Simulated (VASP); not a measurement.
A run of VASP 6.6.1 is set up as follows.

Contents of INCAR:

```
PREC = Accurate
ENCUT = 520
EDIFF = 1E-6
ISMEAR = 0
SIGMA = 0.01
LREAL = False
LASPH = True
NELM = 80
ALGO = Normal
ISIF = 2
LWAVE = False
LCHARG = True
LELF = True
LVHAR = True
NBANDS = 11
```

Contents of KPOINTS:

```
Automatic mesh
0
Gamma
  10 10 10
```

The input POSCAR:

```
BN
1.0
    0.0000000000      3.4953160000      2.1660910000
    1.2516320000      0.0000000000      2.1660910000
    1.2516320000      3.4953160000      0.0000000000
B N
1 1
Direct
    0.0000490000      0.0000490000      0.9999510000
    0.6666666667      0.6666666667      0.3333333333
```

Potentials or basis: VASP PAW LDA potentials, release 64 (B, N).

The run is started by

```bash
$ cat potpaw_LDA.64/B/POTCAR potpaw_LDA.64/N/POTCAR > POTCAR
$ mpirun -np 1 vasp_std > vasp.out
```

What does it give for the band gap on the k mesh?

3.69 eV, indirect (least direct gap 4.61 eV).

What does it give for the largest force?

0.013 eV/Å.

Estimate the pressure.

-3.8 GPa.

Stress tensor (GPa, compression positive):
```
-5.09  0.00  0.00
 0.00 -1.27  0.00
 0.00  0.00 -5.03
```

A k mesh can miss the band edges. A hybrid or GW would open this gap; LDA tends to underestimate it.
